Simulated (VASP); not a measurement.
Set up this calculation in VASP 6.6.1, as the native input.

```yaml
Task: single point
Functional: r2SCAN
Potentials_or_basis: VASP PAW PBE potentials, release 64 (Zn, P)
Cutoff: 520 eV
k_mesh: 6 × 6 × 6
Occupations: fermi-dirac, width 0.005 eV
Spin: no spin polarisation
Dipole_correction: no
Further_INCAR_settings: ALGO = Normal; EDIFF = 1e-06; NBANDS = 28
```

The system is Zn3P.

```
CELL_PARAMETERS angstrom
3.97552 0.00000 0.00000
0.00000 3.97552 0.00000
0.00000 0.00000 3.97552
ATOMIC_POSITIONS crystal
Zn 0.50000 0.50000 0.00000
Zn 0.50000 0.00000 0.50000
Zn 0.00000 0.50000 0.50000
P 0.00000 0.00000 0.00000
```

These files were run (other wordings do the same):

POSCAR

```
Zn3P
1.0
    3.9755180000      0.0000000000      0.0000000000
    0.0000000000      3.9755180000      0.0000000000
    0.0000000000      0.0000000000      3.9755180000
Zn P
3 1
Direct
    0.5000000000      0.5000000000      0.0000000000
    0.5000000000      0.0000000000      0.5000000000
    0.0000000000      0.5000000000      0.5000000000
    0.0000000000      0.0000000000      0.0000000000
```

INCAR.step1

```
PREC = Accurate
ENCUT = 520
ISMEAR = -1
SIGMA = 0.005
LREAL = F
LASPH = T
NELM = 80
NBANDS = 28
GGA = PE
ALGO = Normal
EDIFF = 1E-4
LWAVE = T
LCHARG = F
```

INCAR.step2

```
PREC = Accurate
ENCUT = 520
EDIFF = 1E-6
ISMEAR = -1
SIGMA = 0.005
LREAL = F
LASPH = T
NELM = 80
ALGO = Normal
ISIF = 2
LWAVE = F
LCHARG = F
METAGGA = R2SCAN
LMIXTAU = T
NBANDS = 28
ISTART = 1
```

KPOINTS

```
regular mesh
0
Gamma
  6 6 6
```

Potentials or basis: VASP PAW PBE potentials, release 64 (Zn, P).

Run with:

```console
$ cat potpaw_PBE.64/Zn/POTCAR potpaw_PBE.64/P/POTCAR > POTCAR
$ cp INCAR.step1 INCAR
$ mpirun -np 1 vasp_std > vasp.out
$ cp INCAR.step2 INCAR
$ mpirun -np 1 vasp_std > vasp.out
```

Results of the run:

```yaml
Pressure: -3.9 GPa
```

Caveat: the PAW data sets were made with another functional, which shifts forces and pressure a little.

Run time: 53 s on 1 thread of Intel(R) Xeon(R) 6975P-C (Granite Rapids), with other jobs on the host, peak memory 0.18 GiB.
